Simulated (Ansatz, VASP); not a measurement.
# Two plane-wave programs on ZnSe2

INCAR

```
ALGO = Normal
EDIFF = 1E-6
ENCUT = 500
GGA = PS
GGA_COMPAT = False
ISIF = 2
ISMEAR = 0
LASPH = True
LCHARG = True
LELF = True
LREAL = False
LVHAR = True
LWAVE = False
NBANDS = 60
NELM = 120
PREC = Accurate
SIGMA = 0.02
```

File KPOINTS:

```
k-points
0
Gamma
  4 4 4
```

File POSCAR:

```
ZnSe2
1.0
    6.0105956842      0.0000000000      0.0000000000
    0.0000000000      6.0105956842      0.0000000000
    0.0000000000      0.0000000000      6.0105956842
Zn Se
4 8
Direct
    0.5000000000      0.5000000000      0.0000000000
    0.5000000000      0.0000000000      0.5000000000
    0.0000000000      0.5000000000      0.5000000000
    0.0000000000      0.0000000000      0.0000000000
    0.1125817604      0.8874182396      0.3874182396
    0.8874182396      0.3874182396      0.1125817604
    0.3874182396      0.1125817604      0.8874182396
    0.6125817604      0.6125817604      0.6125817604
    0.8874182396      0.1125817604      0.6125817604
    0.1125817604      0.6125817604      0.8874182396
    0.6125817604      0.8874182396      0.1125817604
    0.3874182396      0.3874182396      0.3874182396
```

Input for Ansatz:

```yaml
crystal:
  lattice:
    - [6.0105956842, 0.0, 0.0]
    - [0.0, 6.0105956842, 0.0]
    - [0.0, 0.0, 6.0105956842]
  atoms:
    - { symbol: Zn, position: [0.5, 0.5, 0.0] }
    - { symbol: Zn, position: [0.5, 0.0, 0.5] }
    - { symbol: Zn, position: [0.0, 0.5, 0.5] }
    - { symbol: Zn, position: [0.0, 0.0, 0.0] }
    - { symbol: Se, position: [0.1125817604, 0.8874182396, 0.3874182396] }
    - { symbol: Se, position: [0.8874182396, 0.3874182396, 0.1125817604] }
    - { symbol: Se, position: [0.3874182396, 0.1125817604, 0.8874182396] }
    - { symbol: Se, position: [0.6125817604, 0.6125817604, 0.6125817604] }
    - { symbol: Se, position: [0.8874182396, 0.1125817604, 0.6125817604] }
    - { symbol: Se, position: [0.1125817604, 0.6125817604, 0.8874182396] }
    - { symbol: Se, position: [0.6125817604, 0.8874182396, 0.1125817604] }
    - { symbol: Se, position: [0.3874182396, 0.3874182396, 0.3874182396] }
basis:
  ecutwfc: 420
kpoints:
  mp_grid: { grid: [4, 4, 4] }
  band_path: { path: [VBM, CBM], npoints: 2 }
hamiltonian:
  xc: pbesol
scf:
  occupations: { method: gaussian, width: 0.02 }
output:
  forces: true
  stress: true
  eigenvalues: true
checkpoint:
  read: start.run
  write: ck
  compress: false
  write_wavefunctions: false
  write_every: 100000
```

Alike in both runs: task single point; functional PBEsol; k mesh 4 × 4 × 4; occupations gaussian, width 0.02 eV; no spin polarisation.

```csv
,VASP,Ansatz
version,VASP 6.6.1,Ansatz 0.2.0
potentials or method,"VASP PAW PBE potentials, release 64 (Zn, Se), cutoff 500 eV","scalar-relativistic, plane waves, PAW"
valence electrons in the cell,96,176
```

```csv
,VASP,Ansatz,Ansatz less VASP
gap on the k mesh at the Fermi level (eV),0.38,0.37,-0.007
least direct gap on the mesh (eV),0.38,0.37,-0.007
pressure (GPa),10.4,10.0,-0.40
rms of the force components (eV/Å),0.015,0.001,-0.0142
```

VASP's potentials were made for PBE, not for PBEsol. Atom by atom the forces differ by 0.014 eV/Å (rms over components). With one functional, cell and mesh, what is left measures potentials, basis and numerics. VASP's potentials hold 96 valence electrons a cell and Ansatz's 176, so a difference there can come from the potentials and not from the codes.
